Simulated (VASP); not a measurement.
Wanted: the native input for a VASP 6.6.1 run.

| Item | Value |
| --- | --- |
| Task | single point |
| Functional | HSE06 |
| Potentials or basis | VASP PAW PBE potentials, release 64 (Cs_sv, Pb_d, Br) |
| Cutoff | 400 eV |
| k mesh | 1 × 1 × 1, shifted |
| Occupations | fermi-dirac, width 0.05 eV |
| Spin | no spin polarisation |
| Dipole correction | no |
| Grid for exact exchange (PRECFOCK) | Fast |
| Further INCAR settings | LREAL = Auto; ALGO = Normal; EDIFF = 1e-06; NBANDS = 202; ISYM = -1 |
| Share of exact exchange | 0.25 |
| Screening parameter | 0.2079 1/Å |

CsPbBr3:

```
CELL_PARAMETERS angstrom
11.76333 0.00000 0.00000
0.00000 11.76333 0.00000
0.00000 0.00000 11.76333
ATOMIC_POSITIONS crystal
Cs 0.00000 0.00000 0.00000
Cs 0.00000 0.00000 0.50000
Cs 0.00000 0.50000 0.00000
Cs 0.00000 0.50000 0.50000
Cs 0.50000 0.00000 0.00000
Cs 0.50000 0.00000 0.50000
Cs 0.50000 0.50000 0.00000
Cs 0.50000 0.50000 0.50000
Pb 0.25000 0.25000 0.25000
Pb 0.25000 0.25000 0.75000
Pb 0.25000 0.75000 0.25000
Pb 0.25000 0.75000 0.75000
Pb 0.75000 0.25000 0.25000
Pb 0.75000 0.25000 0.75000
Pb 0.75000 0.75000 0.25000
Pb 0.75000 0.75000 0.75000
Br 0.25000 0.25000 0.00000
Br 0.25000 0.25000 0.50000
Br 0.25000 0.75000 0.00000
Br 0.25000 0.75000 0.50000
Br 0.75000 0.25000 0.00000
Br 0.75000 0.25000 0.50000
Br 0.75000 0.75000 0.00000
Br 0.75000 0.75000 0.50000
Br 0.00000 0.25000 0.25000
Br 0.00000 0.25000 0.75000
Br 0.00000 0.75000 0.25000
Br 0.00000 0.75000 0.75000
Br 0.50000 0.25000 0.25000
Br 0.50000 0.25000 0.75000
Br 0.50000 0.75000 0.25000
Br 0.50000 0.75000 0.75000
Br 0.25000 0.00000 0.25000
Br 0.25000 0.00000 0.75000
Br 0.25000 0.50000 0.25000
Br 0.25000 0.50000 0.75000
Br 0.75000 0.00000 0.25000
Br 0.75000 0.00000 0.75000
Br 0.75000 0.50000 0.25000
Br 0.75000 0.50000 0.75000
```

One way to write it, as run:

POSCAR

```
CsPbBr3
1.0
   11.7633300000      0.0000000000      0.0000000000
    0.0000000000     11.7633300000      0.0000000000
    0.0000000000      0.0000000000     11.7633300000
Cs Pb Br
8 8 24
Direct
    0.0000000000      0.0000000000      0.0000000000
    0.0000000000      0.0000000000      0.5000000000
    0.0000000000      0.5000000000      0.0000000000
    0.0000000000      0.5000000000      0.5000000000
    0.5000000000      0.0000000000      0.0000000000
    0.5000000000      0.0000000000      0.5000000000
    0.5000000000      0.5000000000      0.0000000000
    0.5000000000      0.5000000000      0.5000000000
    0.2500000000      0.2500000000      0.2500000000
    0.2500000000      0.2500000000      0.7500000000
    0.2500000000      0.7500000000      0.2500000000
    0.2500000000      0.7500000000      0.7500000000
    0.7500000000      0.2500000000      0.2500000000
    0.7500000000      0.2500000000      0.7500000000
    0.7500000000      0.7500000000      0.2500000000
    0.7500000000      0.7500000000      0.7500000000
    0.2500000000      0.2500000000      0.0000000000
    0.2500000000      0.2500000000      0.5000000000
    0.2500000000      0.7500000000      0.0000000000
    0.2500000000      0.7500000000      0.5000000000
    0.7500000000      0.2500000000      0.0000000000
    0.7500000000      0.2500000000      0.5000000000
    0.7500000000      0.7500000000      0.0000000000
    0.7500000000      0.7500000000      0.5000000000
    0.0000000000      0.2500000000      0.2500000000
    0.0000000000      0.2500000000      0.7500000000
    0.0000000000      0.7500000000      0.2500000000
    0.0000000000      0.7500000000      0.7500000000
    0.5000000000      0.2500000000      0.2500000000
    0.5000000000      0.2500000000      0.7500000000
    0.5000000000      0.7500000000      0.2500000000
    0.5000000000      0.7500000000      0.7500000000
    0.2500000000      0.0000000000      0.2500000000
    0.2500000000      0.0000000000      0.7500000000
    0.2500000000      0.5000000000      0.2500000000
    0.2500000000      0.5000000000      0.7500000000
    0.7500000000      0.0000000000      0.2500000000
    0.7500000000      0.0000000000      0.7500000000
    0.7500000000      0.5000000000      0.2500000000
    0.7500000000      0.5000000000      0.7500000000
```

INCAR.step1

```
ALGO     = Normal         # electronic algorithm
EDIFF    = 1E-5           # SCF threshold, eV
ENCUT    = 400            # plane-wave cutoff, eV
GGA      = PE             # functional
GGA_COMPAT= F            
ISIF     = 2              # what is computed and relaxed
ISMEAR   = -1             # smearing method
ISYM     = -1           
KPAR     = 1            
LASPH    = T              # aspherical terms in the spheres
LREAL    = Auto         
LWAVE    = T              # write WAVECAR
NBANDS   = 202            # bands
NELM     = 120            # most SCF steps
PREC     = Accurate       # precision mode
SIGMA    = 0.05           # smearing width, eV
```

INCAR.step2

```
ALGO     = Normal         # electronic algorithm
EDIFF    = 1E-6           # SCF threshold, eV
ENCUT    = 400            # plane-wave cutoff, eV
GGA      = PE             # functional
GGA_COMPAT= F            
HFSCREEN = 0.2079         # screening, 1/A
ISIF     = 2              # what is computed and relaxed
ISMEAR   = -1             # smearing method
ISTART   = 1            
ISYM     = -1           
KPAR     = 1            
LASPH    = T              # aspherical terms in the spheres
LCHARG   = T              # write CHGCAR
LELF     = T              # ELF
LHFCALC  = T              # exact exchange
LREAL    = Auto         
LVHAR    = T            
LWAVE    = F              # write WAVECAR
NBANDS   = 202            # bands
NELM     = 120            # most SCF steps
PREC     = Accurate       # precision mode
PRECFOCK = Fast         
SIGMA    = 0.05           # smearing width, eV
```

KPOINTS

```
explicit points
1
Reciprocal
  0.25000000   0.25000000   0.25000000 1
```

Potentials or basis: VASP PAW PBE potentials, release 64 (Cs_sv, Pb_d, Br).

Launch:

```console
$ cat potpaw_PBE.64/Cs_sv/POTCAR potpaw_PBE.64/Pb_d/POTCAR potpaw_PBE.64/Br/POTCAR > POTCAR
$ cp INCAR.step1 INCAR
$ mpirun -np 4 vasp_std > vasp.out
$ cp INCAR.step2 INCAR
$ mpirun -np 4 vasp_std > vasp.out
```

It gave:

```json
{
 "Pressure": "0.7 GPa",
 "Band gap on the k mesh": "3.89 eV"
}
```

Caveat: the PAW data sets were made with another functional, which shifts forces and pressure a little; spin-orbit coupling is left out, which moves the levels of the heavy elements; a shifted mesh leaves out Γ, where band edges can lie.

Wall time 20 min on 4 MPI ranks on Intel(R) Xeon(R) Platinum 8488C (Sapphire Rapids), on a shared host, peak memory 0.82 GiB a rank.
